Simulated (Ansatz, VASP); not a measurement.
One calculation of KF, two programs

File INCAR:

```
ALGO = Normal ; EDIFF = 1E-6
ENCUT = 520 ; GGA = PE
ISIF = 2 ; ISMEAR = 0
LASPH = T ; LCHARG = F
LREAL = F ; LWAVE = F
NBANDS = 15 ; NELM = 60
PREC = Accurate ; SIGMA = 0.05
```

KPOINTS

```
k-points
0
Gamma
  8 8 8
```

File POSCAR:

```
KF
1.0
    0.0000000000      2.7105354767      2.3039551552
    2.5207979933      0.0000000000      2.3039551552
    2.5207979933      2.7105354767      0.0000000000
K F
1 1
Direct
    0.0000000000      0.0000000000      0.0000000000
    0.5000000000      0.5000000000      0.5000000000
```

Input for Ansatz:

```yaml
crystal:
  lattice:
    - [0.0, 2.7105354767, 2.3039551552]
    - [2.5207979933, 0.0, 2.3039551552]
    - [2.5207979933, 2.7105354767, 0.0]
  atoms:
    - { symbol: K, position: [0.0, 0.0, 0.0] }
    - { symbol: F, position: [0.5, 0.5, 0.5] }
basis:
  ecutwfc: 520.0
kpoints:
  mp_grid: { grid: [8, 8, 8] }
hamiltonian:
  xc: pbe
scf:
  occupations: { method: gaussian, width: 0.05 }
output:
  forces: true
  stress: true
  eigenvalues: true
```

Change from the starting cell: normal strain along x -0.0700, normal strain along z -0.1500.

Alike in both runs: task single point; functional PBE; k mesh 8 × 8 × 8; occupations gaussian, width 0.05 eV; no spin polarisation.

|  | VASP | Ansatz |
| --- | --- | --- |
| version | VASP 6.6.1 | Ansatz 0.2.0 |
| potentials or method | VASP PAW PBE potentials, release 64 (K_sv, F), cutoff 520 eV | scalar-relativistic, plane waves, PAW |
| valence electrons in the cell | 16 | 16 |

Ansatz gave:

* gap on the k mesh at the Fermi level (eV): 6.63
* least direct gap on the mesh (eV): 6.71
* pressure (GPa): 15.4
* traceless stress, the component that is largest in VASP (GPa): 14.89

What did VASP give for the same quantities?

gap on the k mesh at the Fermi level (eV): 6.61; least direct gap on the mesh (eV): 6.69; pressure (GPa): 15.8; traceless stress, the component that is largest in VASP (GPa): 15.46.

With one functional, cell and mesh, what is left measures potentials, basis and numerics.
